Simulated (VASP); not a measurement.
A run of VASP 6.6.1 is set up as follows.

Contents of INCAR:

```
  PREC = Accurate
  ENCUT = 520
  EDIFF = 1E-6
  ISMEAR = 0
  SIGMA = 0.1
  LREAL = F
  LASPH = T
  NELM = 100
  ALGO = Normal
  ISIF = 2
  LWAVE = F
  LCHARG = F
  GGA = PE
  NBANDS = 21
```

KPOINTS

```
regular mesh
0
Gamma
  18 18 10
```

POSCAR

```
Ru
1.0
    2.7111349566      0.0000000000      0.0000000000
   -1.3555674783      2.3479117455      0.0000000000
    0.0000000000      0.0000000000      4.2845351736
Ru
2
Direct
    0.3333333333      0.6666666667      0.2500000000
    0.6666666667      0.3333333333      0.7500000000
```

Potentials or basis: VASP PAW PBE potentials, release 64 (Ru_pv).

The run is started by

```console
$ cat potpaw_PBE.64/Ru_pv/POTCAR > POTCAR
$ mpirun -np 1 vasp_std > vasp.out
```

Q: Predict the pressure.

A: 2.9 GPa.

Q: Estimate the band gap on the k mesh.

A: Zero (bands 14 and 15 overlap by 3.11 eV).
